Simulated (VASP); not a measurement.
Set up this calculation in VASP 6.6.1, as the native input.

```
Task                   : single point
Functional             : PBE
Potentials or basis    : VASP PAW PBE potentials, release 64 (Al, H)
Cutoff                 : 520 eV
k mesh                 : 6 × 6 × 1
Occupations            : gaussian, width 0.1 eV
Spin                   : no spin polarisation
Dipole correction      : yes
Further INCAR settings : ALGO = Normal; EDIFF = 1e-06; NBANDS = 32
```

The structure of Al6H lies in POSCAR:

```
Al6H
1.0
    5.7143028096      0.0000000000      0.0000000000
   -2.8571514048      4.9487313980      0.0000000000
    0.0000000000      0.0000000000     22.6016424997
Al H
12 2
Direct
    0.3333333333      0.1666666667      0.1769782882
    0.3333333333      0.6666666667      0.1769782882
    0.8333333333      0.1666666667      0.1769782882
    0.8333333333      0.6666666667      0.1769782882
    0.1666666667      0.3333333333      0.2787817902
    0.1666666667      0.8333333333      0.2787817902
    0.6666666667      0.3333333333      0.2787817902
    0.6666666667      0.8333333333      0.2787817902
    0.0000000000      0.0000000000      0.3805759913
    0.0000000000      0.5000000000      0.3805759913
    0.5000000000      0.0000000000      0.3805759913
    0.5000000000      0.5000000000      0.3805759913
    0.2677085297      0.1666666667      0.4288025748
    0.3989581370      0.1666666667      0.4288025748
```

The input as run:

INCAR

```
ALGO = Normal
DIPOL = 0.5 0.5 0.300
EDIFF = 1E-6
ENCUT = 520
GGA = PE
IDIPOL = 3
ISIF = 2
ISMEAR = 0
LASPH = True
LCHARG = False
LDIPOL = True
LREAL = False
LWAVE = False
NBANDS = 32
NELM = 80
PREC = Accurate
SIGMA = 0.1
```

KPOINTS

```
k-points
0
Gamma
  6 6 1
```

Potentials or basis: VASP PAW PBE potentials, release 64 (Al, H).

The run is started by

```console
$ cat potpaw_PBE.64/Al/POTCAR potpaw_PBE.64/H/POTCAR > POTCAR
$ mpirun -np 1 vasp_std > vasp.out
```

It gave:

The largest force is 3.575 eV/Å and the band gap on the k mesh is zero (bands 19 and 20 overlap by 0.92 eV).

Wall time 5.2 min on 1 thread of Intel(R) Xeon(R) 6975P-C (Granite Rapids), with other jobs on the host, peak memory 0.7 GiB.
